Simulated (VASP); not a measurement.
## Fe3Co: single point with LDA

Crystal: Fe3Co.

```
Fe Co
1.0
     3.84760    0.00000    0.00000
     0.00000    3.84760    0.00000
     0.00000    0.00000    2.71010
Fe Co
3 1
Cartesian
  1.9238 1.9238 0.0000
  1.9238 0.0000 1.3551
  0.0000 1.9238 1.3551
  0.0000 0.0000 0.0000
```

```json
{
  "Program": "VASP 6.6.1",
  "Task": "single point",
  "Functional": "LDA",
  "Potentials or basis": "VASP PAW LDA potentials, release 64 (Fe, Co)",
  "Cutoff": "520 eV",
  "k mesh": "10 × 10 × 14",
  "Occupations": "gaussian, width 0.15 eV",
  "Spin": "collinear spin, ferromagnetic start",
  "Starting moments": "[2.34, 2.66, 2.66, 1.9] μB",
  "Dipole correction": "no",
  "Further INCAR settings": "ALGO = Normal; EDIFF = 1e-06; NBANDS = 28"
}
```

```yaml
Pressure: 11.8 GPa
Net_moment: 8.10 μB per cell
Site_moments: Fe +1.95, +2.22 (each value once); Co +1.58 μB
Valence_electrons_inside_the_program's_atomic_spheres: Fe 7.57, 7.52 (each value once); Co 8.52
```

Stress tensor (GPa, compression positive):
```
11.76  0.00  0.00
 0.00 11.76  0.00
 0.00  0.00 11.93
```

Levels at points of the mesh, in eV from the Fermi level:
Spin up:
| k point | band 19 | band 20 | band 21 | band 22 | band 23 | band 24 |
| --- | --- | --- | --- | --- | --- | --- |
| (0.00, 0.00, 0.00) | 0.06 | 0.13 | 0.13 | 0.51 | 0.51 | 8.03 |
| (0.50, 0.00, 0.00) | -1.18 | -0.94 | -0.05 | 0.47 | 5.35 | 5.41 |
| (0.50, 0.50, 0.00) | -1.35 | -1.35 | 0.04 | 0.24 | 0.34 | 0.34 |
| (0.00, 0.00, 0.50) | -0.86 | -0.83 | 0.29 | 0.40 | 9.15 | 9.17 |
| (0.50, 0.00, 0.50) | -0.63 | -0.46 | 2.25 | 2.39 | 2.60 | 2.68 |
| (0.50, 0.50, 0.50) | 0.16 | 0.16 | 0.31 | 0.38 | 0.38 | 0.63 |
Spin down:
```
           k point  band 10  band 11  band 12  band 13  band 14  band 15
(0.00, 0.00, 0.00)    -1.15     0.48     0.52     0.52     0.54     0.90
(0.50, 0.00, 0.00)    -1.32    -1.10    -0.52    -0.05     0.30     0.31
(0.50, 0.50, 0.00)    -1.04    -1.04    -0.48    -0.48    -0.47    -0.46
(0.00, 0.00, 0.50)    -1.64    -0.85    -0.85    -0.48    -0.48     0.12
(0.50, 0.00, 0.50)    -1.91    -1.86    -1.82     0.27     0.57     0.60
(0.50, 0.50, 0.50)     0.37     0.38     0.56     0.56     0.74     0.92
```

Run time: 8.7 min on 1 thread of Intel(R) Xeon(R) Platinum 8259CL CPU @ 2.50GHz (Skylake/Cascade Lake) (shared host), peak memory 0.36 GiB.

Caveat: the cell stands under pressure.
